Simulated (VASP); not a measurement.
**PbSe: single point with r2SCAN**

The system is PbSe.

```
Pb Se
1.0
     0.00000    3.08870    3.08870
     3.08870    0.00000    3.08870
     3.08870    3.08870    0.00000
Pb Se
1 1
Direct
  0.00000 0.00000 0.00000
  0.50000 0.50000 0.50000
```

```
Program             : VASP 6.6.1
Task                : single point
Functional          : r2SCAN
Potentials or basis : VASP PAW PBE potentials, release 64 (Pb_d, Se)
Cutoff              : 520 eV
k mesh              : 6 × 6 × 6
Occupations         : gaussian, width 0.01 eV
Spin                : no spin polarisation
```

```json
{
 "Pressure": "0.0 GPa",
 "Band gap on the k mesh": "0.67 eV, direct"
}
```

Levels at points of the mesh, in eV from the valence-band top:
```
           k point  band 7  band 8  band 9  band 10  band 11  band 12  band 13  band 14
(0.00, 0.00, 0.00)   -6.38   -1.88   -1.88    -1.88     5.00     5.00     5.00     7.04
(0.50, 0.00, 0.00)   -8.89   -1.48   -1.48     0.00     0.67     2.00     2.00     9.07
(0.50, 0.50, 0.00)   -7.48   -4.90   -3.19    -3.19     4.16     5.91     5.91     6.37
```

It took 69 s on 1 thread of AMD EPYC 7R43 64-Core Processor (Zen 3), with other jobs on the host, peak memory 0.16 GiB.

Caveat: the PAW data sets were made with another functional, which shifts forces and pressure a little; spin-orbit coupling is left out, which moves the levels of the heavy elements. A k mesh can miss the band edges.
